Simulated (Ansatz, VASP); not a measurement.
**Te in VASP and in Ansatz**

INCAR

```
SYSTEM = Te
PREC     = Accurate       ! precision mode
ENCUT    = 520            ! plane-wave cutoff, eV
EDIFF    = 1E-6           ! SCF threshold, eV
ISMEAR   = -1             ! smearing method
SIGMA    = 0.05           ! smearing width, eV
LREAL    = .FALSE.        ! projectors in reciprocal space
LASPH    = .TRUE.         ! aspherical terms in the spheres
NELM     = 60             ! most SCF steps
ALGO     = Normal         ! electronic algorithm
ISIF     = 2              ! what is computed and relaxed
LWAVE    = .FALSE.        ! write WAVECAR
LCHARG   = .TRUE.         ! write CHGCAR
GGA      = PE             ! functional
LELF     = .TRUE.         ! ELF
LVHAR    = .TRUE.       
NBANDS   = 9              ! bands
```

Contents of KPOINTS:

```
regular mesh
0
G
  14 14 14
  0 0 0
```

POSCAR

```
Te
1.0
    0.0000000000      2.4008579584      2.4008579584
    2.4008579584      0.0000000000      2.4008579584
    2.4008579584      2.4008579584      0.0000000000
Te
1
Direct
    0.0000000000      0.0000000000      0.0000000000
```

Input for Ansatz:

```yaml
crystal:
  lattice:
    - [0.0, 2.4008579584, 2.4008579584]
    - [2.4008579584, 0.0, 2.4008579584]
    - [2.4008579584, 2.4008579584, 0.0]
  atoms:
    - { symbol: Te, position: [0.0, 0.0, 0.0] }
kpoints:
  mp_grid: { grid: [14, 14, 14] }
scf:
  occupations: { method: fermi_dirac, width: 0.05 }
hamiltonian:
  xc: pbe
  pseudopotentials: { kind: all_electron, lapw: { basis_error: 0.00025 } }
output:
  forces: true
  stress: true
  eigenvalues: true
```

Change from the starting cell: volume scaled by 0.98.

Alike in both runs: task single point; functional PBE; k mesh 14 × 14 × 14; occupations fermi-dirac, width 0.05 eV; no spin polarisation.

|  | VASP | Ansatz |
| --- | --- | --- |
| version | VASP 6.6.1 | Ansatz 0.2.0 |
| potentials or method | VASP PAW PBE potentials, release 64 (Te), cutoff 520 eV | all-electron LAPW, scalar-relativistic |

VASP gave:

- pressure (GPa): 1.0

Task: Which values does Ansatz return?

Result: Pressure (GPa): 1.1.

Ansatz ran all-electron here, and VASP with PAW potentials.

Spin-orbit coupling is off throughout.
